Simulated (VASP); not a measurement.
# Mo (P-1) in VASP: notebook

Mo is run at these levels: PBEsol; tasks: single point.

Program: VASP 6.6.1. These are calculated values, not measurements. Logs are shortened: lines on timing, memory, paths and dates and some standing lists are left out, and cuts for length are marked.

### Step 1. The cell of the first run

The typed cell holds 1 atom: a = 2.776 Å, b = 2.823 Å, c = 2.762 Å, α = 59.24°, β = 60.12°, γ = 58.25°.

### Step 2. Single point, PBEsol (the cell strained at random)

INCAR reads:

```
PREC = Accurate ; ENCUT = 520
EDIFF = 1E-6 ; ISMEAR = 0
SIGMA = 0.1 ; LREAL = F
LASPH = T ; NELM = 100
ALGO = Fast ; ISIF = 2
LWAVE = F ; LCHARG = F
GGA = PS ; NBANDS = 13
```

KPOINTS reads:

```
regular mesh
0
Gamma
  16 16 16
```

POSCAR reads:

```
Mo
1.0
    0.0302048500      1.9236399000      2.0012778500
    1.9790725500      0.0180342500      2.0134484500
    1.9745388000      1.9312767500      0.0225680000
Mo
1
Direct
    0.0000000000      0.0000000000      0.0000000000
```

Potentials or basis: VASP PAW PBE potentials, release 64 (Mo_sv).

The run is started by

```sh
$ cat potpaw_PBE.64/Mo_sv/POTCAR > POTCAR
$ mpirun -np 1 vasp_std > vasp.out
```

OUTCAR:

```text
PREC = Accurate
   ENCUT = 520
   EDIFF = 1E-6
   ISMEAR = 0
   LREAL = F
   LASPH = T
   NELM = 100
   ISIF = 2
   GGA = PS

 ion  position               nearest neighbor table
   1  0.000  0.000  0.000-

  LATTYP: Found a triclinic cell.
 ALAT       =     2.7257230837
 B/A-ratio  =     1.4394874854
 C/A-ratio  =     1.0130087518
 COS(alpha) =     0.0034921060
 COS(beta)  =     0.4888182516
 COS(gamma) =     0.7104131828

  Lattice vectors:

 A1 = (   1.9488677000,  -1.9056056500,   0.0121706000)
 A2 = (   3.9234065000,   0.0256711000,   0.0347386000)
 A3 = (   0.0045337500,  -1.9132425000,   1.9908804500)

Analysis of symmetry for initial positions (statically):
=====================================================================
 Subroutine PRICEL returns:
 Original cell was already a primitive cell.

 Routine SETGRP: Setting up the symmetry group for a
 triclinic supercell.

 Subroutine GETGRP returns: Found  2 space group operations
 (whereof  2 operations were pure point group operations)
 out of a pool of  2 trial point group operations.

The static configuration has the point symmetry S_2 .

Analysis of symmetry for dynamics (positions and initial velocities):
=====================================================================
 Subroutine PRICEL returns:
 Original cell was already a primitive cell.

 Routine SETGRP: Setting up the symmetry group for a
 triclinic supercell.

 Subroutine GETGRP returns: Found  2 space group operations
 (whereof  2 operations were pure point group operations)
 out of a pool of  2 trial point group operations.

The dynamic configuration has the point symmetry S_2 .

 Subroutine INISYM returns: Found  2 space group operations
 (whereof  2 operations are pure point group operations),
 and found     1 'primitive' translations

----------------------------------------------------------------------------------------

                                     Primitive cell

  volume of cell :      15.0222

  direct lattice vectors                    reciprocal lattice vectors
     0.030204850  1.923639900  2.001277850    -0.258824521  0.261676908  0.252061759
     1.979072550  0.018034250  2.013448450     0.254397046 -0.263004989  0.248962365
     1.974538800  1.931276750  0.022568000     0.255425493  0.259605961 -0.253389840

  length of vectors
     2.776043197  2.823300914  2.762090272     0.446094235  0.442573994  0.443670878

  position of ions in fractional coordinates (direct lattice)
     0.000000000  0.000000000  0.000000000

  ion indices of the primitive-cell ions
   primitive index   ion index
                 1           1

----------------------------------------------------------------------------------------

 KPOINTS: regular mesh

Automatic generation of k-mesh.
 Grid dimensions read from file:
 generate k-points for:   16   16   16

 Generating k-lattice:

  Cartesian coordinates                     Fractional coordinates (reciprocal lattice)
    -0.016176533  0.016354807  0.015753860     0.062500000  0.000000000 -0.000000000
     0.015899815 -0.016437812  0.015560148     0.000000000  0.062500000  0.000000000
     0.015964093  0.016225373 -0.015836865    -0.000000000 -0.000000000  0.062500000

  Length of vectors
     0.027880890  0.027660875  0.027729430

  Shift w.r.t. Gamma in fractional coordinates (k-lattice)
     0.000000000  0.000000000  0.000000000

 Subroutine IBZKPT returns following result:
 ===========================================

 Found   2052 irreducible k-points:

 Following reciprocal coordinates:
            Coordinates               Weight
  0.000000  0.000000  0.000000      1.000000
  0.062500 -0.000000  0.000000      2.000000
  0.125000 -0.000000  0.000000      2.000000
  0.187500  0.000000  0.000000      2.000000
  0.250000 -0.000000  0.000000      2.000000
  0.312500  0.000000  0.000000      2.000000
[... 16 lines left out ...]
 -0.187500  0.062500 -0.000000      2.000000
 -0.125000  0.062500 -0.000000      2.000000
 [... further k-points ...]
   k-points           NKPTS =   2052   k-points in BZ     NKDIM =   2052   number of bands    NBANDS=     13
   number of dos      NEDOS =    301   number of ions     NIONS =      1
   total plane-waves  NPLWV =  13824
   dimension x,y,z NGX =    24 NGY =   24 NGZ =   24
   dimension x,y,z NGXF=    48 NGYF=   48 NGZF=   48
   ions per type =               1
   NGX,Y,Z   is equivalent  to a cutoff of  14.37, 14.13, 14.45 a.u.
   NGXF,Y,Z  is equivalent  to a cutoff of  28.75, 28.26, 28.89 a.u.
 SYSTEM =  unknown system
   PREC   = accura    normal or accurate (medium, high low for compatibility)
   ISTART =      0    job   : 0-new  1-cont  2-samecut
   ICHARG =      2    charge: 1-file 2-atom 10-const
   ISPIN  =      1    spin polarized calculation?
   LNONCOLLINEAR =      F non collinear calculations
   LSORBIT =      F    spin-orbit coupling
   LASPH  =      T    aspherical Exc in radial PAW
   ENCUT  =  520.0 eV  38.22 Ry    6.18 a.u.   5.16  5.25  5.14*2*pi/ulx,y,z
   NELM   =    100;   NELMIN=  2; NELMDL= -5     # of ELM steps
   EDIFF  = 0.1E-05   stopping-criterion for ELM
   LREAL  =      F    real-space projection
   EDIFFG = 0.1E-04   stopping-criterion for IOM
   NSW    =      0    number of steps for IOM
   IBRION =     -1    ionic relax: 0-MD 1-quasi-New 2-CG
   NFREE  =      0    steps in history (QN), initial steepest desc. (CG)
   ISIF   =      2    stress and relaxation
   ISYM   =      2    0-nonsym 1-usesym 2-fastsym
   POTIM  = 0.5000    time-step for ionic-motion
   TEBEG  =    0.0;   TEEND  =   0.0 temperature during run
   PSTRESS=    0.0 pullay stress
   NELECT =      14.0000    total number of electrons
   NUPDOWN=      -1.0000    fix difference up-down
   EMIN   =  10.00;   EMAX   =-10.00  energy-range for DOS
   EFERMI =   0.00;   METHOD = LEGACY
   ISMEAR =     0;   SIGMA  =   0.10  broadening in eV -4-tet -1-fermi 0-gaus
   EFERMI_NEDOS =   21; number of points for ismear=-14 and -15
   IALGO  =     68    algorithm
   IMIX   =      4    mixing-type and parameters
     AMIX     =   0.40;   BMIX     =  1.00
     AMIX_MAG =   1.60;   BMIX_MAG =  1.00
  volume/ion in A,a.u.               =      15.02       101.37
  Fermi-wavevector in a.u.,A,eV,Ry     =   1.599090  3.021841 34.791287  2.557087
  Thomas-Fermi vector in A             =   2.696437
   LORBIT       =      0    0 simple, 1 ext, 2 COOP (PROOUT), +10 PAW based schemes
   GGA     = PS    functional components
   LHFCALC =     F    Hartree Fock is set to
   AEXX    =    0.0000 exact exchange contribution
   IVDW    =     0    specifies the selected vdW correction
   LEPSILON=     F    determine dielectric tensor
   LRPA    =     F    only Hartree local field effects (RPA)
 non-spin polarized calculation
 RMM-DIIS sequential band-by-band and
 Gauss-broadening in eV      SIGMA  =   0.10
  energy-cutoff  :      520.00
  volume of cell :       15.02
 maximum number of plane-waves:       418
 NGX is ok and might be reduce to    24
   NGX = 11   NGY = 11   NGZ = 11

 number of electron      14.0000000 magnetization

 Free energy of the ion-electron system (eV)
  ---------------------------------------------------
  ext. energy  EPLUGINS =         0.00000000
  ---------------------------------------------------
  free energy    TOTEN  =       -11.33926630 eV

  energy without entropy =      -11.33311657  energy(sigma->0) =      -11.33619144

 E-fermi :  12.6870     XC(G=0): -13.7376

 val. band max:       12.6849985722   @ k =  -0.3125   0.0625   0.4375
 cond. band min:      12.6870722418   @ k =  -0.4375   0.4375   0.3750
 fundamental gap:      0.0020736696
 Fermi energy:        12.6870496641

 k-point     1 :       0.0000    0.0000    0.0000
  band No.  band energies     occupation
      1     -47.9393      2.00000
      2     -21.1924      2.00000
      3     -21.1360      2.00000
      4     -21.1157      2.00000
      5       5.7072      2.00000
      6      11.5260      2.00000
      7      11.8911      2.00000
      8      12.1605      2.00000
      9      14.4752      0.00000
     10      15.0938      0.00000
     11      25.8013      0.00000
     12      30.5873      0.00000
     13      31.3140      0.00000

 k-point     2 :       0.0625   -0.0000    0.0000
  band No.  band energies     occupation
      1     -47.9278      2.00000
      2     -21.2114      2.00000
      3     -21.1741      2.00000
      4     -21.1435      2.00000
      5       5.8824      2.00000
      6      11.5869      2.00000
      7      11.8784      2.00000
      8      12.1536      2.00000
      9      14.4096      0.00000
     10      15.0055      0.00000
     11      26.1511      0.00000
     12      30.5576      0.00000
     13      31.2211      0.00000

 k-point     3 :       0.1250   -0.0000    0.0000
  band No.  band energies     occupation
      1     -47.8950      2.00000
      2     -21.3811      2.00000
      3     -21.2210      2.00000
      4     -21.1663      2.00000
      5       6.3725      2.00000
      6      11.5213      2.00000
      7      11.8913      2.00000
      8      12.3275      2.00000
      9      14.2855      0.00000
     10      14.8054      0.00000
     11      27.0473      0.00000
     12      29.4582      0.00000
     13      31.9892      0.00000
[... 305 lines left out ...]
 k-point    23 :      -0.1875    0.0625   -0.0000
  band No.  band energies     occupation
      1     -47.8165      2.00000
      2     -21.7948      2.00000
      3     -21.3221      2.00000
      4     -21.2027      2.00000
      5       7.4322      2.00000
      6      11.0669      2.00000
      7      12.1256      2.00000
      8      12.6474      1.42535
      9      14.1705      0.00000
     10      15.0084      0.00000
     11      27.3122      0.00000
     12      29.4795      0.00000
     13      33.0627      0.00000

 k-point    24 :      -0.1250    0.0625   -0.0000
  band No.  band energies     occupation
      1     -47.8695      2.00000
      2     -21.5071      2.00000
      3     -21.2683      2.00000
      4     -21.1737      2.00000
      5       6.7400      2.00000
      6      11.3217      2.00000
      7      12.0480      2.00000
      8      12.4280      1.99975
      9      14.2742      0.00000
     10      14.6998      0.00000
     11      27.6607      0.00000
     12      29.0817      0.00000
     13      31.8111      0.00000

 [... further k-points ...]

------------------------ aborting loop because EDIFF is reached ----------------------------------------

  FORCE on cell =-STRESS in cart. coord.  units (eV):
  Direction    XX          YY          ZZ          XY          YZ          ZX
  --------------------------------------------------------------------------------------
  -------------------------------------------------------------------------------------
  Total        1.0460913      0.4626851      1.3332971      0.0043005     -0.0286497     -0.0152076
  in kB      111.5696344     49.3471385    142.2012342      0.4586685     -3.0555955     -1.6219471
  external PRESSURE =     101.0393357 kB  Pullay stress =       0.0000000 kB

 VOLUME and BASIS-vectors are now :
 -----------------------------------------------------------------------------
  energy-cutoff  :      520.00
  volume of cell :       15.02
      direct lattice vectors                 reciprocal lattice vectors
     0.030204850  1.923639900  2.001277850    -0.258824521  0.261676908  0.252061759
     1.979072550  0.018034250  2.013448450     0.254397046 -0.263004989  0.248962365
     1.974538800  1.931276750  0.022568000     0.255425493  0.259605961 -0.253389840

 POSITION                                       TOTAL-FORCE (eV/Angst)
 -----------------------------------------------------------------------------------
      0.00000      0.00000      0.00000         0.000000      0.000000     -0.000000
 -----------------------------------------------------------------------------------
    total drift:                               -0.000000      0.000000     -0.000000

  FREE ENERGIE OF THE ION-ELECTRON SYSTEM (eV)
  ---------------------------------------------------
  free  energy   TOTEN  =       -11.3392663008 eV

  energy  without entropy=      -11.3331165723  energy(sigma->0) =      -11.33619144
```

Wall time 2.4 min (1 thread of Intel Xeon 6975P-C (Granite Rapids), shared host); peak memory 0.46 GiB.

Results:

```
Free energy            : -11.3393 eV
Pressure               : 10.1 GPa
Band gap on the k mesh : zero (bands 7 and 8 overlap by 4.95 eV)
```

Stress tensor (GPa, compression positive):
```
11.16  0.05 -0.16
 0.05  4.93 -0.31
-0.16 -0.31 14.22
```

Caveat: the cell differs from its parent crystal (the cell strained at random); the cell stands under pressure; the PAW data sets were made with another functional, which shifts forces and pressure a little.

### Step 3. Single point, PBEsol (the cell strained at random)

Edit INCAR of step 2 so:

```diff
@@ -3,3 +3,3 @@
 SIGMA = 0.1 ; LREAL = F
-LASPH = T ; NELM = 100
+LASPH = T ; NELM = 80
 ALGO = Fast ; ISIF = 2
```

KPOINTS reads:

```
Automatic mesh
0
Gamma
  16 16 16
```

POSCAR reads:

```
Mo
1.0
    0.0100145500      1.9510036000      2.0256392000
    1.9207383000      0.0081809000      2.0274728500
    1.9222495500      1.9543485000      0.0066696500
Mo
1
Direct
    0.0000000000      0.0000000000      0.0000000000
```

Potentials or basis: VASP PAW PBE potentials, release 64 (Mo_sv).

The run is started by

```sh
$ cat potpaw_PBE.64/Mo_sv/POTCAR > POTCAR
$ mpirun -np 1 vasp_std > vasp.out
```

It took 1.8 min on 1 thread of Intel Xeon 6975P-C (Granite Rapids), shared host; peak memory 0.46 GiB.

It converged, with:

- Free energy: -11.3507 eV
- Pressure: 8.2 GPa
- Band gap on the k mesh: zero (bands 7 and 8 overlap by 4.83 eV)

Stress tensor (GPa, compression positive):
```
 3.31  0.11 -0.06
 0.11  8.11 -0.03
-0.06 -0.03 13.27
```

Levels at points of the mesh, in eV from the Fermi level:
| k point | band 3 | band 4 | band 5 | band 6 | band 7 | band 8 | band 9 | band 10 | band 11 | band 12 |
| --- | --- | --- | --- | --- | --- | --- | --- | --- | --- | --- |
| (0.00, 0.00, 0.00) | -33.86 | -33.84 | -6.98 | -1.23 | -0.74 | -0.51 | 1.61 | 2.49 | 13.12 | 17.56 |
| (0.50, 0.00, 0.00) | -34.14 | -34.02 | -4.96 | -1.35 | -0.77 | 1.77 | 4.13 | 4.56 | 12.03 | 12.75 |
| (0.00, 0.50, 0.00) | -34.14 | -34.01 | -4.96 | -1.36 | -0.74 | 1.75 | 4.14 | 4.54 | 12.00 | 12.77 |
| (0.50, 0.50, 0.00) | -34.36 | -34.32 | -5.38 | -4.62 | 3.72 | 4.34 | 4.86 | 5.06 | 13.16 | 13.53 |
| (0.00, 0.00, 0.50) | -34.14 | -34.00 | -4.96 | -1.44 | -0.65 | 1.73 | 4.20 | 4.49 | 11.97 | 12.77 |
| (0.50, 0.00, 0.50) | -34.52 | -34.39 | -5.43 | -4.68 | 4.22 | 4.48 | 4.61 | 5.38 | 12.29 | 13.31 |
| (0.00, 0.50, 0.50) | -34.54 | -34.45 | -5.45 | -4.74 | 4.24 | 4.73 | 4.83 | 5.30 | 12.20 | 12.90 |
| (0.50, 0.50, 0.50) | -34.12 | -33.99 | -4.95 | -1.39 | -0.66 | 1.66 | 4.15 | 4.49 | 11.88 | 12.82 |

Caveat: the cell differs from its parent crystal (the cell strained at random); the cell stands under pressure; the PAW data sets were made with another functional, which shifts forces and pressure a little.
